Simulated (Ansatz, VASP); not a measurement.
AlN: VASP beside Ansatz

```
Al N
1.0
     0.00000    2.02261    2.02261
     2.02261    0.00000    2.02261
     2.02261    2.02261    0.00000
Al N
1 1
Direct
  0.00000 0.00000 0.00000
  0.51236 0.51236 0.48764
```

Alike in both runs: task single point; functional PBEsol; k mesh 14 × 14 × 14; occupations gaussian, width 0.05 eV; no spin polarisation.

|  | VASP | Ansatz |
| --- | --- | --- |
| version | VASP 6.6.1 | Ansatz 0.2.0 |
| potentials or method | VASP PAW PBE potentials, release 64 (Al, N), cutoff 520 eV | scalar-relativistic, plane waves, PAW |
| valence electrons in the cell | 8 | 8 |

```tsv
	VASP	Ansatz	Ansatz less VASP
gap on the k mesh at the Fermi level (eV)	4.53	4.54	+0.005
least direct gap on the mesh (eV)	5.64	5.62	-0.020
pressure (GPa)	0.3	0.4	+0.09
traceless stress, the component that is largest in VASP (GPa)	1.02	1.01	-0.015
rms of the force components (eV/Å)	0.216	0.214	-0.0022
```

VASP's potentials were made for PBE, not for PBEsol. Atom by atom the forces differ by 0.002 eV/Å (rms over components). The functional is the same, so the differences come from potentials, cutoffs and numerics.
